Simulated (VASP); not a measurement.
Crystal: Nb.

```xyz
1
Lattice="-1.6588 1.6588 1.6588 1.6588 -1.6588 1.6588 1.6588 1.6588 -1.6588" Properties=species:S:1:pos:R:3 pbc="T T T"
Nb    0.0000    0.0000    0.0000
```

| Property | Result |
| --- | --- |
| Program | VASP 6.6.1 |
| Task | relaxation of cell and atoms |
| Functional | PBE |
| Dispersion | D3(BJ) |
| Potentials or basis | VASP PAW PBE potentials, release 64 (Nb_sv) |
| Cutoff | 600 eV |
| k mesh | 18 × 18 × 18 |
| Occupations | gaussian, width 0.1 eV |
| Spin | no spin polarisation |

At the start: pressure -7.9 GPa; volume 18.26 Å³/atom.

Task: How do energy, volume and symmetry change on relaxing?

Result: Over 4 steps the energy falls by 22.1 meV/atom and the volume is 17.40 Å³/atom (-4.7 %); space group Im-3m (No. 229, to 0.05 Å).

The path:
```
step  energy change (eV)  largest force (eV/Å)  pressure (GPa)  volume (Å³)
   1              0.0000                0.0000           -7.94        18.26
   2              0.0527                0.0000           17.85        15.97
   3             -0.0220                0.0000           -0.23        17.42
   4             -0.0221                0.0000           -0.02        17.40
```

Final structure:
```
CELL_PARAMETERS angstrom
-1.63250 1.63250 1.63250
1.63250 -1.63250 1.63250
1.63250 1.63250 -1.63250
ATOMIC_POSITIONS crystal
Nb 0.00000 0.00000 0.00000
```

Caveat: pairwise dispersion overbinds metals, which lowers pressure and volume.
